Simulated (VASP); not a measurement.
A run of VASP 6.6.1:

File INCAR:

```
SYSTEM = Sc3Re
ALGO     = Normal         ! electronic algorithm
EDIFF    = 1E-6           ! SCF threshold, eV
ENCUT    = 520            ! plane-wave cutoff, eV
GGA      = PE             ! functional
ISIF     = 2              ! what is computed and relaxed
ISMEAR   = 0              ! smearing method
LASPH    = .TRUE.         ! aspherical terms in the spheres
LCHARG   = .FALSE.        ! write CHGCAR
LREAL    = .FALSE.        ! projectors in reciprocal space
LWAVE    = .FALSE.        ! write WAVECAR
NBANDS   = 28             ! bands
NELM     = 100            ! most SCF steps
PREC     = Accurate       ! precision mode
SIGMA    = 0.1            ! smearing width, eV
```

File KPOINTS:

```
k-points
0
G
  4 4 4
  0 0 0
```

The input POSCAR:

```
Sc3Re
1.0
    4.1338729917      0.0000000000      0.0000000000
    0.0000000000      4.1338729917      0.0000000000
    0.0000000000      0.0000000000      4.1338729917
Sc Re
3 1
Direct
    0.0000000000      0.5000000000      0.5000000000
    0.5000000000      0.0000000000      0.5000000000
    0.5000000000      0.5000000000      0.0000000000
    0.0000000000      0.0000000000      0.0000000000
```

Potentials or basis: VASP PAW PBE potentials, release 64 (Sc_sv, Re).

The run is started by

```bash
$ cat potpaw_PBE.64/Sc_sv/POTCAR potpaw_PBE.64/Re/POTCAR > POTCAR
$ mpirun -np 1 vasp_std > vasp.out
```

Hardware: 1 thread of AMD EPYC 7R13 (shared host).

Question: Estimate the wall time of this run.

Answer: Run time: 57 s on 1 thread of AMD EPYC 7R13, on a shared host, peak memory 0.15 GiB. Counts: scf iterations 15, k points 10.
